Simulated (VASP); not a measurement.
# MgO2 (I4/mcm) in VASP: a series of runs

MgO2 is run at these levels: r2SCAN; tasks: single point.

Program: VASP 6.6.1. These are calculated values, not measurements. Logs are shortened: lines on timing, memory, paths and dates and some standing lists are left out, and cuts for length are marked.

## 1. The cell of the first run

Symmetry: I4/mcm, No. 140, tetragonal system. The conventional cell has a = 4.219 Å, b = 4.219 Å, c = 5.104 Å, α = 90.00°, β = 90.00°, γ = 90.00°. Within 2.8 Å of Mg (site symmetry 422) lie 8 O at 2.11 Å and 2 Mg at 2.55 Å. Within 1.9 Å of O (site symmetry m2m) lie 1 O at 1.45 Å.

## 2. Single point, r2SCAN (7.57 Å³/atom)

POSCAR

```
MgO2
1.0
   -2.1093418235      2.1093418235      2.5518227844
    2.1093418235     -2.1093418235      2.5518227844
    2.1093418235      2.1093418235     -2.5518227844
Mg O
2 4
Direct
    0.2500000000      0.2500000000      0.0000000000
    0.7500000000      0.7500000000      0.0000000000
    0.1217139823      0.6217139823      0.7434279645
    0.6217139823      0.8782860177      0.5000000000
    0.8782860177      0.3782860177      0.2565720355
    0.3782860177      0.1217139823      0.5000000000
```

INCAR.step1

```
PREC = Accurate
ENCUT = 520
ISMEAR = 0
SIGMA = 0.02
LREAL = False
LASPH = True
NELM = 80
NBANDS = 23
GGA = PE
ALGO = Normal
EDIFF = 1E-4
LWAVE = True
LCHARG = False
```

INCAR.step2

```
PREC = Accurate
ENCUT = 520
EDIFF = 1E-6
ISMEAR = 0
SIGMA = 0.02
LREAL = False
LASPH = True
NELM = 80
ALGO = Normal
ISIF = 2
LWAVE = False
LCHARG = True
METAGGA = R2SCAN
LMIXTAU = True
LELF = True
LVHAR = True
NBANDS = 23
ISTART = 1
```

KPOINTS

```
regular mesh
0
Gamma
  8 8 8
```

Potentials or basis: VASP PAW PBE potentials, release 64 (Mg, O).

On the command line:

```
cat potpaw_PBE.64/Mg/POTCAR potpaw_PBE.64/O/POTCAR > POTCAR
cp INCAR.step1 INCAR
mpirun -np 1 vasp_std > vasp.out
cp INCAR.step2 INCAR
mpirun -np 1 vasp_std > vasp.out
```

OUTCAR:

```text
PREC = Accurate
   ENCUT = 520
   EDIFF = 1E-6
   ISMEAR = 0
   LREAL = False
   LASPH = True
   NELM = 80
   ISIF = 2
   METAGGA = R2SCAN
   ISTART = 1

 ion  position               nearest neighbor table
   1  0.250  0.250  0.000-   5 2.11   3 2.11   6 2.11   6 2.11   4 2.11   4 2.11   3 2.11   5 2.11
                             2 2.55   2 2.55   2 2.98   2 2.98   2 2.98   2 2.98
   2  0.750  0.750  0.000-   5 2.11   3 2.11   4 2.11   4 2.11   6 2.11   6 2.11   5 2.11   3 2.11
                             1 2.55   1 2.55   1 2.98   1 2.98   1 2.98   1 2.98
   3  0.122  0.622  0.743-   5 1.45   1 2.11   2 2.11   2 2.11   1 2.11
   4  0.622  0.878  0.500-   6 1.45   2 2.11   1 2.11   2 2.11   1 2.11
   5  0.878  0.378  0.257-   3 1.45   2 2.11   1 2.11   2 2.11   1 2.11
   6  0.378  0.122  0.500-   4 1.45   1 2.11   2 2.11   1 2.11   2 2.11

  LATTYP: Found a body centered tetragonal cell.
 ALAT       =     4.2186836470
 C/A-ratio  =     1.2097720512

  Lattice vectors:

 A1 = (  -2.1093418235,   2.1093418235,   2.5518227844)
 A2 = (   2.1093418235,  -2.1093418235,   2.5518227844)
 A3 = (   2.1093418235,   2.1093418235,  -2.5518227844)

Analysis of symmetry for initial positions (statically):
=====================================================================
 Subroutine PRICEL returns:
 Original cell was already a primitive cell.

 Routine SETGRP: Setting up the symmetry group for a
 body centered tetragonal supercell.

 Subroutine GETGRP returns: Found 16 space group operations
 (whereof  8 operations were pure point group operations)
 out of a pool of 16 trial point group operations.

The static configuration has the point symmetry C_4h.
 The point group associated with its full space group is D_4h.

Analysis of symmetry for dynamics (positions and initial velocities):
=====================================================================
 Subroutine PRICEL returns:
 Original cell was already a primitive cell.

 Routine SETGRP: Setting up the symmetry group for a
 body centered tetragonal supercell.

 Subroutine GETGRP returns: Found 16 space group operations
 (whereof  8 operations were pure point group operations)
 out of a pool of 16 trial point group operations.

The dynamic configuration has the point symmetry C_4h.
 The point group associated with its full space group is D_4h.

 Subroutine INISYM returns: Found 16 space group operations
 (whereof  8 operations are pure point group operations),
 and found     1 'primitive' translations

----------------------------------------------------------------------------------------

                                     Primitive cell

  volume of cell :      45.4155

  direct lattice vectors                    reciprocal lattice vectors
    -2.109341823  2.109341823  2.551822784     0.000000000  0.237040765  0.195938371
     2.109341823 -2.109341823  2.551822784     0.237040765  0.000000000  0.195938371
     2.109341823  2.109341823 -2.551822784     0.237040765  0.237040765  0.000000000

  length of vectors
     3.925614013  3.925614013  3.925614013     0.307538891  0.307538891  0.335226265

  position of ions in fractional coordinates (direct lattice)
     0.250000000  0.250000000  0.000000000
     0.750000000  0.750000000  0.000000000
     0.121713982  0.621713982  0.743427965
     0.621713982  0.878286018  0.500000000
     0.878286018  0.378286018  0.256572035
     0.378286018  0.121713982  0.500000000

  ion indices of the primitive-cell ions
   primitive index   ion index
                 1           1
                 2           2
                 3           3
                 4           4
                 5           5
                 6           6

----------------------------------------------------------------------------------------

 KPOINTS: regular mesh

Automatic generation of k-mesh.
 Grid dimensions read from file:
 generate k-points for:    8    8    8

 Generating k-lattice:

  Cartesian coordinates                     Fractional coordinates (reciprocal lattice)
     0.000000000  0.029630096  0.024492296     0.125000000 -0.000000000  0.000000000
     0.029630096  0.000000000  0.024492296    -0.000000000  0.125000000  0.000000000
     0.029630096  0.029630096  0.000000000     0.000000000  0.000000000  0.125000000

  Length of vectors
     0.038442361  0.038442361  0.041903283

  Shift w.r.t. Gamma in fractional coordinates (k-lattice)
     0.000000000  0.000000000  0.000000000

 Subroutine IBZKPT returns following result:
 ===========================================

 Found     59 irreducible k-points:

 Following reciprocal coordinates:
            Coordinates               Weight
  0.000000  0.000000  0.000000      1.000000
  0.125000 -0.000000  0.000000      8.000000
  0.250000 -0.000000  0.000000      8.000000
  0.375000 -0.000000  0.000000      8.000000
  0.500000 -0.000000  0.000000      4.000000
  0.125000  0.125000  0.000000      8.000000
[... 16 lines left out ...]
  0.250000  0.125000  0.125000     16.000000
  0.375000  0.125000  0.125000      8.000000
 [... further k-points ...]
   k-points           NKPTS =     59   k-points in BZ     NKDIM =     59   number of bands    NBANDS=     23
   number of dos      NEDOS =    301   number of ions     NIONS =      6
   total plane-waves  NPLWV =  27000
   dimension x,y,z NGX =    30 NGY =   30 NGZ =   30
   dimension x,y,z NGXF=    60 NGYF=   60 NGZF=   60
   ions per type =               2   4
   NGX,Y,Z   is equivalent  to a cutoff of  12.70, 12.70, 12.70 a.u.
   NGXF,Y,Z  is equivalent  to a cutoff of  25.41, 25.41, 25.41 a.u.
 SYSTEM =  unknown system
   PREC   = accura    normal or accurate (medium, high low for compatibility)
   ISTART =      1    job   : 0-new  1-cont  2-samecut
   ICHARG =      0    charge: 1-file 2-atom 10-const
   ISPIN  =      1    spin polarized calculation?
   LNONCOLLINEAR =      F non collinear calculations
   LSORBIT =      F    spin-orbit coupling
   LASPH  =      T    aspherical Exc in radial PAW
   ENCUT  =  520.0 eV  38.22 Ry    6.18 a.u.   7.30  7.30  7.30*2*pi/ulx,y,z
   NELM   =     80;   NELMIN=  2; NELMDL=  0     # of ELM steps
   EDIFF  = 0.1E-05   stopping-criterion for ELM
   LREAL  =      F    real-space projection
   EDIFFG = 0.1E-04   stopping-criterion for IOM
   NSW    =      0    number of steps for IOM
   IBRION =     -1    ionic relax: 0-MD 1-quasi-New 2-CG
   NFREE  =      0    steps in history (QN), initial steepest desc. (CG)
   ISIF   =      2    stress and relaxation
   ISYM   =      2    0-nonsym 1-usesym 2-fastsym
   POTIM  = 0.5000    time-step for ionic-motion
   TEBEG  =    0.0;   TEEND  =   0.0 temperature during run
   PSTRESS=    0.0 pullay stress
   NELECT =      28.0000    total number of electrons
   NUPDOWN=      -1.0000    fix difference up-down
   EMIN   =  10.00;   EMAX   =-10.00  energy-range for DOS
   EFERMI =   0.00;   METHOD = LEGACY
   ISMEAR =     0;   SIGMA  =   0.02  broadening in eV -4-tet -1-fermi 0-gaus
   EFERMI_NEDOS =   21; number of points for ismear=-14 and -15
   IALGO  =     38    algorithm
   IMIX   =      4    mixing-type and parameters
     AMIX     =   0.40;   BMIX     =  1.00
     AMIX_MAG =   1.60;   BMIX_MAG =  1.00
  volume/ion in A,a.u.               =       7.57        51.08
  Fermi-wavevector in a.u.,A,eV,Ry     =   1.393347  2.633045 26.414576  1.941417
  Thomas-Fermi vector in A             =   2.517002
   LORBIT       =      0    0 simple, 1 ext, 2 COOP (PROOUT), +10 PAW based schemes
   METAGGA = R2SCAN    functional components
   LHFCALC =     F    Hartree Fock is set to
   AEXX    =    0.0000 exact exchange contribution
   IVDW    =     0    specifies the selected vdW correction
   LEPSILON=     F    determine dielectric tensor
   LRPA    =     F    only Hartree local field effects (RPA)
 non-spin polarized calculation
 Gauss-broadening in eV      SIGMA  =   0.02
  energy-cutoff  :      520.00
  volume of cell :       45.42
 maximum number of plane-waves:      1237
 NGX is ok and might be reduce to    30
   NGX = 15   NGY = 15   NGZ = 15

 number of electron      27.9999994 magnetization

 Free energy of the ion-electron system (eV)
  ---------------------------------------------------
  ext. energy  EPLUGINS =         0.00000000
  ---------------------------------------------------
  free energy    TOTEN  =       -41.88401964 eV

  energy without entropy =      -41.88401964  energy(sigma->0) =      -41.88401964

 E-fermi :   6.2032     XC(G=0): -12.6985

 val. band max:        6.0580503381   @ k =   0.5000   0.5000   0.5000
 cond. band min:       9.9930186154   @ k =  -0.2500   0.2500   0.2500
 fundamental gap:      3.9349682772
 Fermi energy:         6.2031746937

 k-point     1 :       0.0000    0.0000    0.0000
  band No.  band energies     occupation
      1     -18.8799      2.00000
      2     -16.5300      2.00000
      3     -10.8771      2.00000
      4     -10.8771      2.00000
      5      -1.8845      2.00000
      6      -1.6720      2.00000
[... 15 lines left out ...]
     22      21.0727      0.00000
     23      21.4222      0.00000

 k-point     2 :       0.1250   -0.0000    0.0000
  band No.  band energies     occupation
      1     -18.7904      2.00000
      2     -16.6209      2.00000
      3     -10.8993      2.00000
      4     -10.8947      2.00000
      5      -2.1926      2.00000
      6      -1.9708      2.00000
[... 15 lines left out ...]
     22      20.8734      0.00000
     23      21.3281      0.00000

 k-point     3 :       0.2500   -0.0000    0.0000
  band No.  band energies     occupation
      1     -18.5350      2.00000
      2     -16.8775      2.00000
      3     -10.9522      2.00000
      4     -10.9407      2.00000
      5      -2.6574      2.00000
      6      -2.4434      2.00000
[... 15 lines left out ...]
     22      20.4680      0.00000
     23      21.4850      0.00000
[... 495 lines left out ...]
 k-point    23 :       0.2500    0.1250    0.1250
  band No.  band energies     occupation
      1     -18.0270      2.00000
      2     -17.3115      2.00000
      3     -11.1878      2.00000
      4     -11.1750      2.00000
      5      -2.7408      2.00000
      6      -1.8464      2.00000
[... 15 lines left out ...]
     22      19.5631      0.00000
     23      23.0326      0.00000

 k-point    24 :       0.3750    0.1250    0.1250
  band No.  band energies     occupation
      1     -17.6609      2.00000
      2     -17.6609      2.00000
      3     -11.2300      2.00000
      4     -11.2300      2.00000
      5      -2.3545      2.00000
      6      -2.3545      2.00000
[... 15 lines left out ...]
     22      18.8947      0.00000
     23      23.6783      0.00000

 [... further k-points ...]

------------------------ aborting loop because EDIFF is reached ----------------------------------------

  FORCE on cell =-STRESS in cart. coord.  units (eV):
  Direction    XX          YY          ZZ          XY          YZ          ZX
  --------------------------------------------------------------------------------------
  -------------------------------------------------------------------------------------
  Total        7.4933220      7.4933220      7.0185565      0.0000000      0.0000000      0.0000000
  in kB      264.3507491    264.3507491    247.6018882      0.0000000      0.0000000      0.0000000
  external PRESSURE =     258.7677955 kB  Pullay stress =       0.0000000 kB

 VOLUME and BASIS-vectors are now :
 -----------------------------------------------------------------------------
  energy-cutoff  :      520.00
  volume of cell :       45.42
      direct lattice vectors                 reciprocal lattice vectors
    -2.109341823  2.109341823  2.551822784     0.000000000  0.237040765  0.195938371
     2.109341823 -2.109341823  2.551822784     0.237040765  0.000000000  0.195938371
     2.109341823  2.109341823 -2.551822784     0.237040765  0.237040765  0.000000000

 POSITION                                       TOTAL-FORCE (eV/Angst)
 -----------------------------------------------------------------------------------
      0.00000      0.00000      1.27591        -0.000000      0.000000      0.000000
      0.00000      0.00000      3.82773        -0.000000     -0.000000      0.000000
      2.62281      0.51347      0.00000         0.228413      0.228413      0.000000
      1.59587      0.51347      2.55182        -0.228413      0.228413     -0.000000
     -0.51347      1.59587      2.55182        -0.228413     -0.228413     -0.000000
      0.51347      1.59587      0.00000         0.228413     -0.228413      0.000000
 -----------------------------------------------------------------------------------
    total drift:                                0.000000     -0.000000      0.000000

  FREE ENERGIE OF THE ION-ELECTRON SYSTEM (eV)
  ---------------------------------------------------
  free  energy   TOTEN  =       -41.8840196386 eV

  energy  without entropy=      -41.8840196386  energy(sigma->0) =      -41.88401964
```

Wall time 2.6 min (1 thread of Intel Xeon Platinum 8488C (Sapphire Rapids), shared host); peak memory 0.19 GiB.

Results:

| Quantity | Value |
| --- | --- |
| Free energy | -41.8840 eV |
| Pressure | 25.9 GPa |
| Largest force | 0.323 eV/Å |
| Band gap on the k mesh | 3.93 eV (least direct gap 4.84 eV) |

Forces in eV/Å, atoms in the order of the input:
```
Mg   0.000  0.000  0.000
Mg   0.000  0.000  0.000
O    0.228  0.228  0.000
O   -0.228  0.228  0.000
O   -0.228 -0.228  0.000
O    0.228 -0.228  0.000
```

Stress tensor (GPa, compression positive):
```
26.44  0.00  0.00
 0.00 26.44  0.00
 0.00  0.00 24.76
```

Levels at points of the mesh, in eV from the valence-band top:
```
           k point  band 12  band 13  band 14  band 15  band 16  band 17
(0.00, 0.00, 0.00)    -3.18    -3.18    -0.37     5.32     5.32     7.11
(0.50, 0.00, 0.00)    -2.39    -2.04    -2.04     4.13     4.13    10.25
(0.50, 0.50, 0.00)    -2.36    -2.06    -1.42     4.76     5.16     9.77
(0.50, 0.50, 0.50)    -1.45    -1.45     0.00     5.05     5.05    11.85
```

Caveat: the cell stands under pressure; the PAW data sets were made with another functional, which shifts forces and pressure a little. A k mesh can miss the band edges.

## 3. Single point, r2SCAN (7.83 Å³/atom)

This run uses another cell than the first one, of 7.83 Å³/atom.

POSCAR

```
MgO2
1.0
   -2.1301473903      2.1301473903      2.5875208013
    2.1301473903     -2.1301473903      2.5875208013
    2.1301473903      2.1301473903     -2.5875208013
Mg O
2 4
Direct
    0.2500000000      0.2500000000      0.0000000000
    0.7500000000      0.7500000000      0.0000000000
    0.1212595235      0.6212595235      0.7425190470
    0.6212595235      0.8787404765      0.5000000000
    0.8787404765      0.3787404765      0.2574809530
    0.3787404765      0.1212595235      0.5000000000
```

Changes to INCAR.step1 since step 2:

```diff
@@ -6,3 +6,3 @@
 LASPH = True
-NELM = 80
+NELM = 100
 NBANDS = 23
```

INCAR.step2

```
PREC = Accurate
ENCUT = 520
EDIFF = 1E-7
ISMEAR = 0
SIGMA = 0.02
LREAL = False
LASPH = True
NELM = 100
ALGO = Normal
ISIF = 2
LWAVE = False
LCHARG = False
METAGGA = R2SCAN
LMIXTAU = True
NBANDS = 23
ISTART = 1
```

KPOINTS is that of step 2.

Potentials or basis: VASP PAW PBE potentials, release 64 (Mg, O).

On the command line:

```
cat potpaw_PBE.64/Mg/POTCAR potpaw_PBE.64/O/POTCAR > POTCAR
cp INCAR.step1 INCAR
mpirun -np 1 vasp_std > vasp.out
cp INCAR.step2 INCAR
mpirun -np 1 vasp_std > vasp.out
```

It took 2.7 min on 1 thread of Intel Xeon Platinum 8488C (Sapphire Rapids), shared host; peak memory 0.19 GiB.

Results (log left out):

* Free energy: -42.0923 eV
* Pressure: 17.6 GPa
* Largest force: 0.312 eV/Å
* Band gap on the k mesh: 3.82 eV (least direct gap 4.72 eV)

Forces in eV/Å, atoms in the order of the input:
```
Mg   0.000  0.000  0.000
Mg   0.000  0.000  0.000
O    0.221  0.221  0.000
O   -0.221  0.221  0.000
O   -0.221 -0.221  0.000
O    0.221 -0.221  0.000
```

Stress tensor (GPa, compression positive):
```
18.15  0.00  0.00
 0.00 18.15  0.00
 0.00  0.00 16.55
```

Levels at points of the mesh, in eV from the valence-band top:
```
           k point  band 11  band 12  band 13  band 14  band 15  band 16  band 17  band 18
(0.00, 0.00, 0.00)    -4.50    -3.06    -3.06    -0.34     5.20     5.20     6.73    11.62
(0.50, 0.00, 0.00)    -2.30    -2.30    -1.98    -1.98     4.04     4.04     9.90     9.90
(0.50, 0.50, 0.00)    -3.58    -2.27    -1.97    -1.38     4.65     5.06     9.44     9.78
(0.50, 0.50, 0.50)    -3.85    -1.41    -1.41     0.00     4.93     4.93    11.40    11.62
```

Caveat: the cell stands under pressure; the PAW data sets were made with another functional, which shifts forces and pressure a little. A k mesh can miss the band edges.

## 4. Single point, r2SCAN (8.09 Å³/atom)

This run uses another cell than the first one, of 8.09 Å³/atom.

POSCAR

```
MgO2
1.0
   -2.1505453519      2.1505453519      2.6223605848
    2.1505453519     -2.1505453519      2.6223605848
    2.1505453519      2.1505453519     -2.6223605848
Mg O
2 4
Direct
    0.2500000000      0.2500000000      0.0000000000
    0.7500000000      0.7500000000      0.0000000000
    0.1207866367      0.6207866367      0.7415732733
    0.6207866367      0.8792133633      0.5000000000
    0.8792133633      0.3792133633      0.2584267267
    0.3792133633      0.1207866367      0.5000000000
```

INCAR.step1

```
ALGO = Normal
EDIFF = 1E-4
ENCUT = 520
GGA = PE
ISMEAR = 0
LASPH = True
LCHARG = False
LREAL = False
LWAVE = True
NBANDS = 23
NELM = 100
PREC = Accurate
SIGMA = 0.02
```

INCAR.step2

```
ALGO = Normal
EDIFF = 1E-6
ENCUT = 520
ISIF = 2
ISMEAR = 0
ISTART = 1
LASPH = True
LCHARG = True
LELF = True
LMIXTAU = True
LREAL = False
LVHAR = True
LWAVE = False
METAGGA = R2SCAN
NBANDS = 23
NELM = 100
PREC = Accurate
SIGMA = 0.02
```

KPOINTS

```
k-points
0
Gamma
  8 8 8
```

On the command line:

```
cat potpaw_PBE.64/Mg/POTCAR potpaw_PBE.64/O/POTCAR > POTCAR
cp INCAR.step1 INCAR
mpirun -np 1 vasp_std > vasp.out
cp INCAR.step2 INCAR
mpirun -np 1 vasp_std > vasp.out
```

It took 2.6 min on 1 thread of Intel Xeon Platinum 8488C (Sapphire Rapids), shared host; peak memory 0.2 GiB.

It converged, with:

* Free energy: -42.2268 eV
* Pressure: 10.6 GPa
* Largest force: 0.302 eV/Å
* Band gap on the k mesh: 3.72 eV (least direct gap 4.61 eV)

Forces on the atoms (eV/Å):
```
Mg   0.000  0.000  0.000
Mg   0.000  0.000  0.000
O    0.213  0.213  0.000
O   -0.213  0.213  0.000
O   -0.213 -0.213  0.000
O    0.213 -0.213  0.000
```

Stress tensor (GPa, compression positive):
```
11.11  0.00  0.00
 0.00 11.11  0.00
 0.00  0.00  9.59
```

Levels at points of the mesh, in eV from the valence-band top:
```csv
k point,band 10,band 11,band 12,band 13,band 14,band 15,band 16,band 17,band 18,band 19
"(0.00, 0.00, 0.00)",-4.45,-4.44,-2.94,-2.94,-0.32,5.10,5.10,6.38,11.49,11.54
"(0.50, 0.00, 0.00)",-4.48,-2.22,-2.22,-1.92,-1.92,3.95,3.95,9.57,9.57,12.26
"(0.50, 0.50, 0.00)",-4.08,-3.46,-2.18,-1.89,-1.34,4.56,4.97,9.14,9.45,10.55
"(0.50, 0.50, 0.50)",-5.57,-3.79,-1.36,-1.36,0.00,4.81,4.81,10.97,11.26,11.80
```

Caveat: the cell stands under pressure; the PAW data sets were made with another functional, which shifts forces and pressure a little. A k mesh can miss the band edges.

## 5. Summary

| cell | gap on the mesh (eV) | pressure (GPa) | largest force (eV/Å) |
| --- | --- | --- | --- |
| a = 3.926 Å, angles 115.0, 115.0, 98.9°, 6 atoms | 3.93 | 25.9 | 0.32 |
| a = 3.971 Å, angles 115.1, 115.1, 98.7°, 6 atoms | 3.82 | 17.6 | 0.31 |
| a = 4.016 Å, angles 115.2, 115.2, 98.5°, 6 atoms | 3.72 | 10.6 | 0.30 |

Alike in all rows: task single point; level r2SCAN; potentials or basis VASP PAW PBE potentials, release 64 (Mg, O); no spin polarisation; k mesh 8 × 8 × 8; cutoff (eV) 520; smearing gaussian 0.02 eV.

Caveats: the cell stands under pressure; the PAW data sets were made with another functional, which shifts forces and pressure a little.

Total energies depend on the potentials used, so only differences within one code and one set of settings carry meaning.
